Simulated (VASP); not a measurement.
# Sn (Cmce) in VASP: relaxation of cell and atoms with r2SCAN

Aim: the relaxation of cell and atoms of Sn with r2SCAN.

All numbers are computed with VASP 6.6.1; they aren't measurements. Logs are shortened: lines on timing, memory, paths and dates and some standing lists are left out, and cuts for length are marked.

### Step 1. The cell of the first run

Symmetry: Cmce, No. 64, orthorhombic system. The conventional cell has a = 6.938 Å, b = 4.585 Å, c = 9.352 Å, α = 90.00°, β = 90.00°, γ = 90.00°. Within 3.4 Å of Sn (site symmetry m) lie 3 Sn at 2.58 to 3.38 Å.

### Step 2. Relaxation of cell and atoms, r2SCAN

The input, POSCAR:

```
Sn
1.0
    3.4688966421     -2.2926753134      0.0000000000
    3.4688966421      2.2926753134      0.0000000000
    0.0000000000      0.0000000000      9.3523939792
Sn
4
Direct
    0.8500000000      0.1500000000      0.1170000000
    0.6500000000      0.3500000000      0.6170000000
    0.1500000000      0.8500000000      0.8830000000
    0.3500000000      0.6500000000      0.3830000000
```

The input, INCAR.step1:

```
PREC = Accurate ; ENCUT = 600
ISMEAR = 0 ; SIGMA = 0.1
LREAL = False ; LASPH = True
NELM = 100 ; GGA = PE
ALGO = Normal ; EDIFF = 1E-4
LWAVE = True ; LCHARG = False
```

The input, INCAR.step2:

```
PREC = Accurate ; ENCUT = 600
EDIFF = 1E-6 ; ISMEAR = 0
SIGMA = 0.1 ; LREAL = False
LASPH = True ; NELM = 100
ALGO = Normal ; ISIF = 3
LWAVE = False ; LCHARG = False
METAGGA = R2SCAN ; LMIXTAU = True
IBRION = 2 ; NSW = 90
EDIFFG = -0.04 ; ISTART = 1
```

The input, KPOINTS:

```
Automatic mesh
0
Gamma
  4 4 2
```

Potentials or basis: VASP PAW PBE potentials, release 64 (Sn_d).

Run with:

```bash
cat potpaw_PBE.64/Sn_d/POTCAR > POTCAR
cp INCAR.step1 INCAR
mpirun -np 1 vasp_std > vasp.out
cp INCAR.step2 INCAR
mpirun -np 1 vasp_std > vasp.out
```

OUTCAR:

```text
PREC = Accurate
   ENCUT = 600
   EDIFF = 1E-6
   ISMEAR = 0
   LREAL = False
   LASPH = True
   NELM = 100
   ISIF = 3
   METAGGA = R2SCAN
   IBRION = 2
   NSW = 90
   EDIFFG = -0.04
   ISTART = 1

 ion  position               nearest neighbor table
   1  0.850  0.150  0.117-   3 2.58   4 3.38   4 3.38
   2  0.650  0.350  0.617-   4 2.58   3 3.38   3 3.38
   3  0.150  0.850  0.883-   1 2.58   2 3.38   2 3.38
   4  0.350  0.650  0.383-   2 2.58   1 3.38   1 3.38

  LATTYP: Found a base centered orthorhombic cell.
 ALAT       =     4.5853506268
 B/A-ratio  =     1.5130344109
 C/A-ratio  =     2.0396246090

  Lattice vectors:

 A1 = (  -3.4688966421,  -2.2926753134,   0.0000000000)
 A2 = (   3.4688966421,  -2.2926753134,   0.0000000000)
 A3 = (   0.0000000000,   0.0000000000,   9.3523939792)

Analysis of symmetry for initial positions (statically):
=====================================================================
 Subroutine PRICEL returns:
 Original cell was already a primitive cell.

 Routine SETGRP: Setting up the symmetry group for a
 base centered orthorhombic supercell.

 Subroutine GETGRP returns: Found  8 space group operations
 (whereof  4 operations were pure point group operations)
 out of a pool of  8 trial point group operations.

The static configuration has the point symmetry C_2h.
 The point group associated with its full space group is D_2h.

Analysis of symmetry for dynamics (positions and initial velocities):
=====================================================================
 Subroutine PRICEL returns:
 Original cell was already a primitive cell.

 Routine SETGRP: Setting up the symmetry group for a
 base centered orthorhombic supercell.

 Subroutine GETGRP returns: Found  8 space group operations
 (whereof  4 operations were pure point group operations)
 out of a pool of  8 trial point group operations.

The dynamic configuration has the point symmetry C_2h.
 The point group associated with its full space group is D_2h.

 Subroutine INISYM returns: Found  8 space group operations
 (whereof  4 operations are pure point group operations),
 and found     1 'primitive' translations

----------------------------------------------------------------------------------------

                                     Primitive cell

  volume of cell :     148.7602

  direct lattice vectors                    reciprocal lattice vectors
     3.468896642 -2.292675313  0.000000000     0.144138051 -0.218085831  0.000000000
     3.468896642  2.292675313  0.000000000     0.144138051  0.218085831  0.000000000
     0.000000000  0.000000000  9.352393979     0.000000000  0.000000000  0.106924495

  length of vectors
     4.158076960  4.158076960  9.352393979     0.261413862  0.261413862  0.106924495

  position of ions in fractional coordinates (direct lattice)
     0.850000000  0.150000000  0.117000000
     0.650000000  0.350000000  0.617000000
     0.150000000  0.850000000  0.883000000
     0.350000000  0.650000000  0.383000000

  ion indices of the primitive-cell ions
   primitive index   ion index
                 1           1
                 2           2
                 3           3
                 4           4

----------------------------------------------------------------------------------------

 KPOINTS: Automatic mesh

Automatic generation of k-mesh.
 Grid dimensions read from file:
 generate k-points for:    4    4    2

 Generating k-lattice:

  Cartesian coordinates                     Fractional coordinates (reciprocal lattice)
     0.036034513 -0.054521458  0.000000000     0.250000000 -0.000000000  0.000000000
     0.036034513  0.054521458  0.000000000    -0.000000000  0.250000000  0.000000000
     0.000000000  0.000000000  0.053462247     0.000000000  0.000000000  0.500000000

  Length of vectors
     0.065353465  0.065353465  0.053462247

  Shift w.r.t. Gamma in fractional coordinates (k-lattice)
     0.000000000  0.000000000  0.000000000

 Subroutine IBZKPT returns following result:
 ===========================================

 Found     14 irreducible k-points:

 Following reciprocal coordinates:
            Coordinates               Weight
  0.000000  0.000000  0.000000      1.000000
  0.250000  0.000000  0.000000      4.000000
  0.500000  0.000000  0.000000      2.000000
  0.250000  0.250000  0.000000      2.000000
  0.500000  0.250000  0.000000      4.000000
 -0.250000  0.250000  0.000000      2.000000
  0.500000  0.500000  0.000000      1.000000
  0.000000  0.000000  0.500000      1.000000
  0.250000  0.000000  0.500000      4.000000
  0.500000  0.000000  0.500000      2.000000
  0.250000  0.250000  0.500000      2.000000
  0.500000  0.250000  0.500000      4.000000
 -0.250000  0.250000  0.500000      2.000000
  0.500000  0.500000  0.500000      1.000000
   k-points           NKPTS =     14   k-points in BZ     NKDIM =     14   number of bands    NBANDS=     33
   number of dos      NEDOS =    301   number of ions     NIONS =      4
   total plane-waves  NPLWV = 103680
   dimension x,y,z NGX =    36 NGY =   36 NGZ =   80
   dimension x,y,z NGXF=    72 NGYF=   72 NGZF=  160
   ions per type =               4
   NGX,Y,Z   is equivalent  to a cutoff of  14.39, 14.39, 14.22 a.u.
   NGXF,Y,Z  is equivalent  to a cutoff of  28.79, 28.79, 28.44 a.u.
 SYSTEM =  unknown system
   PREC   = accura    normal or accurate (medium, high low for compatibility)
   ISTART =      1    job   : 0-new  1-cont  2-samecut
   ICHARG =      0    charge: 1-file 2-atom 10-const
   ISPIN  =      1    spin polarized calculation?
   LNONCOLLINEAR =      F non collinear calculations
   LSORBIT =      F    spin-orbit coupling
   LASPH  =      T    aspherical Exc in radial PAW
   ENCUT  =  600.0 eV  44.10 Ry    6.64 a.u.   8.30  8.30 18.68*2*pi/ulx,y,z
   NELM   =    100;   NELMIN=  2; NELMDL=  0     # of ELM steps
   EDIFF  = 0.1E-05   stopping-criterion for ELM
   LREAL  =      F    real-space projection
   EDIFFG = -.4E-01   stopping-criterion for IOM
   NSW    =     90    number of steps for IOM
   IBRION =      2    ionic relax: 0-MD 1-quasi-New 2-CG
   NFREE  =      1    steps in history (QN), initial steepest desc. (CG)
   ISIF   =      3    stress and relaxation
   ISYM   =      2    0-nonsym 1-usesym 2-fastsym
   POTIM  = 0.5000    time-step for ionic-motion
   TEBEG  =    0.0;   TEEND  =   0.0 temperature during run
   PSTRESS=    0.0 pullay stress
   NELECT =      56.0000    total number of electrons
   NUPDOWN=      -1.0000    fix difference up-down
   EMIN   =  10.00;   EMAX   =-10.00  energy-range for DOS
   EFERMI =   0.00;   METHOD = LEGACY
   ISMEAR =     0;   SIGMA  =   0.10  broadening in eV -4-tet -1-fermi 0-gaus
   EFERMI_NEDOS =   21; number of points for ismear=-14 and -15
   IALGO  =     38    algorithm
   IMIX   =      4    mixing-type and parameters
     AMIX     =   0.40;   BMIX     =  1.00
     AMIX_MAG =   1.60;   BMIX_MAG =  1.00
  volume/ion in A,a.u.               =      37.19       250.97
  Fermi-wavevector in a.u.,A,eV,Ry     =   1.182067  2.233782 19.011168  1.397281
  Thomas-Fermi vector in A             =   2.318328
   LORBIT       =      0    0 simple, 1 ext, 2 COOP (PROOUT), +10 PAW based schemes
   METAGGA = R2SCAN    functional components
   LHFCALC =     F    Hartree Fock is set to
   AEXX    =    0.0000 exact exchange contribution
   IVDW    =     0    specifies the selected vdW correction
   LEPSILON=     F    determine dielectric tensor
   LRPA    =     F    only Hartree local field effects (RPA)
 conjugate gradient relaxation of ions
 non-spin polarized calculation
 Gauss-broadening in eV      SIGMA  =   0.10
  energy-cutoff  :      600.00
  volume of cell :      148.76
 maximum number of plane-waves:      4996
 NGX is ok and might be reduce to    36
   NGX = 17   NGY = 17   NGZ = 37

--------------------------------------- Ionic step        1  -------------------------------------------

 number of electron      56.0000000 magnetization

 Free energy of the ion-electron system (eV)
  ---------------------------------------------------
  ext. energy  EPLUGINS =         0.00000000
  ---------------------------------------------------
  free energy    TOTEN  =       -95.71254512 eV

  energy without entropy =      -95.69988976  energy(sigma->0) =      -95.70621744

 E-fermi :   4.7362     XC(G=0):  -9.4812

 val. band max:        4.6232201521   @ k =   0.5000   0.2500   0.5000
 cond. band min:       4.7530491561   @ k =   0.5000   0.0000   0.0000
 fundamental gap:      0.1298290040
 Fermi energy:         4.7361718548

 k-point     1 :       0.0000    0.0000    0.0000
  band No.  band energies     occupation
      1     -17.9384      2.00000
      2     -17.8883      2.00000
      3     -17.6656      2.00000
      4     -17.6479      2.00000
      5     -17.6456      2.00000
      6     -17.6073      2.00000
[... 566 lines left out ...]
  energy  without entropy=      -96.7650472413  energy(sigma->0) =      -96.77330655

--------------------------------------- Ionic step        3  -------------------------------------------

 number of electron      55.9999996 magnetization

 E-fermi :   5.3617     XC(G=0):  -9.9330

 val. band max:        5.3088884362   @ k =   0.5000   0.0000   0.0000
 cond. band min:       5.3791855817   @ k =   0.2500   0.2500   0.5000
 fundamental gap:      0.0702971455
 Fermi energy:         5.3617059176

 k-point     1 :       0.0000    0.0000    0.0000
  band No.  band energies     occupation
      1     -16.8596      2.00000
      2     -16.8123      2.00000
      3     -16.7804      2.00000
      4     -16.7634      2.00000
      5     -16.7608      2.00000
      6     -16.7485      2.00000
[... 524 lines left out ...]
  FREE ENERGIE OF THE ION-ELECTRON SYSTEM (eV)
  ---------------------------------------------------
  free  energy   TOTEN  =       -96.9708119363 eV

  energy  without entropy=      -96.9483648950  energy(sigma->0) =      -96.95958842

[... ionic steps 4 to 20 ...]

--------------------------------------- Ionic step       21  -------------------------------------------

 number of electron      55.9999988 magnetization

------------------------ aborting loop because EDIFF is reached ----------------------------------------

  FORCE on cell =-STRESS in cart. coord.  units (eV):
  Direction    XX          YY          ZZ          XY          YZ          ZX
  --------------------------------------------------------------------------------------
  -------------------------------------------------------------------------------------
  Total        0.2257210     -0.1442255      0.0343567      0.0000000      0.0000000      0.0000000
  in kB        3.0326037     -1.9376965      0.4615887      0.0000000      0.0000000      0.0000000
  external PRESSURE =       0.5188320 kB  Pullay stress =       0.0000000 kB
[... 61 lines left out ...]
  energy  without entropy=      -98.0596021241  energy(sigma->0) =      -98.06245007

--------------------------------------- Ionic step       23  -------------------------------------------

 number of electron      55.9999994 magnetization

 Free energy of the ion-electron system (eV)
  ---------------------------------------------------
  ext. energy  EPLUGINS =         0.00000000
  ---------------------------------------------------
  free energy    TOTEN  =       -98.06560762 eV

  energy without entropy =      -98.05993859  energy(sigma->0) =      -98.06277310

 E-fermi :   7.0790     XC(G=0): -10.6178

 val. band max:        7.0314623119   @ k =   0.2500   0.0000   0.0000
 cond. band min:       7.3145828784   @ k =   0.5000   0.5000   0.5000
 fundamental gap:      0.2831205665
 Fermi energy:         7.0790077259

 k-point     1 :       0.0000    0.0000    0.0000
  band No.  band energies     occupation
      1     -15.3858      2.00000
      2     -15.3826      2.00000
      3     -15.3259      2.00000
      4     -15.3218      2.00000
      5     -15.2823      2.00000
      6     -15.2790      2.00000
[... 524 lines left out ...]
  FREE ENERGIE OF THE ION-ELECTRON SYSTEM (eV)
  ---------------------------------------------------
  free  energy   TOTEN  =       -98.0656076181 eV

  energy  without entropy=      -98.0599385884  energy(sigma->0) =      -98.06277310

 reached required accuracy - stopping structural energy minimisation
```

It took 1.9 h on 1 thread of Intel Xeon Platinum 8488C (Sapphire Rapids), shared host; peak memory 0.39 GiB.

Results:

* Free energy: -98.0656 eV
* Relaxed volume: 29.86 Å³/atom
* Relaxed cell: a = 3.328 Å, b = 3.328 Å, c = 10.787 Å, α = 90.00°, β = 90.00°, γ = 89.93°
* Space group after relaxing (to 0.1 Å): Cmce (No. 64)
* Energy gained by relaxing: 588.3 meV/atom
* Ionic steps: 23
* Pressure after relaxing: -0.1 GPa
* Largest force after relaxing: 0.025 eV/Å
* Band gap on the k mesh: zero (bands 28 and 29 overlap by 3.57 eV)

Forces on the atoms (eV/Å):
```
Sn   0.000  0.005 -0.024
Sn   0.000 -0.005 -0.024
Sn   0.000 -0.005  0.024
Sn   0.000  0.005  0.024
```

Stress tensor (GPa, compression positive):
```
-0.10  0.00  0.00
 0.00 -0.07  0.00
 0.00  0.00 -0.17
```

The path:
| step | energy change (eV) | largest force (eV/Å) | pressure (GPa) | volume (Å³) |
| --- | --- | --- | --- | --- |
| 1 | 0.0000 | 2.6247 | -1.49 | 148.76 |
| 2 | -1.0690 | 0.6466 | -4.85 | 140.98 |
| 3 | -1.2583 | 0.5759 | -4.83 | 138.04 |
| 4 | -1.7129 | 0.3500 | -4.77 | 131.94 |
| 5 | -2.0116 | 0.4521 | 1.67 | 118.88 |
| 6 | -2.0168 | 0.0495 | -0.91 | 122.40 |
| 7 | -2.0199 | 0.0870 | -0.47 | 121.81 |
| 8 | -2.0236 | 0.2259 | 0.43 | 120.63 |
| 9 | -2.0870 | 0.2109 | -0.61 | 122.34 |
| 10 | -2.1495 | 0.0308 | -1.12 | 123.78 |
| 11 | -2.2021 | 0.3898 | -2.56 | 126.33 |
| 12 | -2.2071 | 0.2818 | -2.24 | 125.65 |
| 13 | -2.2292 | 0.3380 | -2.09 | 124.97 |
| 14 | -2.2515 | 0.4044 | -1.63 | 123.25 |
| 15 | -2.2526 | 0.3965 | -1.79 | 123.68 |
| 16 | -2.2848 | 0.3125 | -1.20 | 122.11 |
| 17 | -2.3203 | 0.0995 | 0.29 | 118.69 |
| 18 | -2.3211 | 0.0569 | 0.57 | 118.09 |
| 19 | -2.3342 | 0.0309 | 0.42 | 118.38 |
| 20 | -2.3520 | 0.0587 | 0.07 | 119.22 |
| 21 | -2.3520 | 0.0636 | 0.05 | 119.25 |
| 22 | -2.3528 | 0.0426 | -0.02 | 119.35 |
| 23 | -2.3531 | 0.0245 | -0.11 | 119.44 |

Final structure:
```
Sn
1.0
     2.35441   -2.35159    0.00000
     2.35441    2.35159    0.00000
     0.00000    0.00000   10.78670
Sn
4
Direct
  0.80305 0.19695 0.15195
  0.69695 0.30305 0.65195
  0.19695 0.80305 0.84805
  0.30305 0.69695 0.34805
```

Caveat: the k points lie up to 0.47 Å⁻¹ apart in the final cell, too coarse for converged energies and pressures of a metal; the volume moved by over 15 % at a fixed basis, so the end points are rough; the PAW data sets were made with another functional, which shifts forces and pressure a little; spin-orbit coupling is left out, which moves the levels of the heavy elements.

The gap in the log of VASP goes by the Fermi energy; the results here count the filled bands.